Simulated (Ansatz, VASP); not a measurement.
## SnSe: VASP beside Ansatz

Contents of INCAR:

```
  ALGO = Normal
  EDIFF = 1E-6
  EDIFFG = -0.01
  ENCUT = 600
  GGA = PE
  IBRION = 2
  ISIF = 3
  ISMEAR = 0
  LASPH = True
  LCHARG = False
  LREAL = False
  LWAVE = False
  NELM = 80
  NSW = 100
  PREC = Accurate
  SIGMA = 0.1
```

Contents of KPOINTS:

```
k-points
0
Gamma
  18 18 10
```

File POSCAR:

```
SnSe
1.0
    3.2395070409      0.0000000000      0.0000000000
   -1.6197535204      2.8054953931      0.0000000000
    0.0000000000      0.0000000000      5.6375963792
Sn Se
1 1
Direct
    0.0000000000      0.0000000000      0.0000000000
    0.0000000000      0.0000000000      0.5000000000
```

Input for Ansatz:

```yaml
crystal:
  lattice:
    - [3.2395070409, 0.0, 0.0]
    - [-1.6197535204, 2.8054953931, 0.0]
    - [0.0, 0.0, 5.6375963792]
  atoms:
    - { symbol: Sn, position: [0.0, 0.0, 0.0] }
    - { symbol: Se, position: [0.0, 0.0, 0.5] }
basis:
  ecutwfc: 420
kpoints:
  mp_grid: { grid: [18, 18, 10] }
hamiltonian:
  xc: pbe
scf:
  occupations: { method: gaussian, width: 0.1 }
output:
  forces: true
  stress: true
  eigenvalues: true
  write_density: true
  write_potential: true
  elf: true
  volumetric_format: npy
relax:
  adjacent_minimum: "off"
  f_tol: 0.01
  max_steps: 80
  cell: { stress_tol: 0.05 }
```

Alike in both runs: task relaxation of cell and atoms; functional PBE; k mesh 18 × 18 × 10; occupations gaussian, width 0.1 eV; no spin polarisation.

|  | VASP | Ansatz |
| --- | --- | --- |
| version | VASP 6.6.1 | Ansatz 0.2.0 |
| potentials or method | VASP PAW PBE potentials, release 64 (Sn_d, Se), cutoff 600 eV | scalar-relativistic, plane waves, PAW |
| valence electrons in the cell | 20 | 30 |

Ansatz gave:

* gap on the k mesh at the Fermi level, each at its own relaxed structure (eV): none
* relaxed volume (Å³/atom): 25.85
* relaxed cell length with the largest relative difference (Å): 3.223

Q: Which values does VASP return?

A: gap on the k mesh at the Fermi level, each at its own relaxed structure (eV): none; relaxed volume (Å³/atom): 25.88; relaxed cell length with the largest relative difference (Å): 3.225.

A gap of «none» marks a metal or a gap that the smearing closes. VASP's potentials hold 20 valence electrons a cell and Ansatz's 30, so a difference there can come from the potentials and not from the codes.
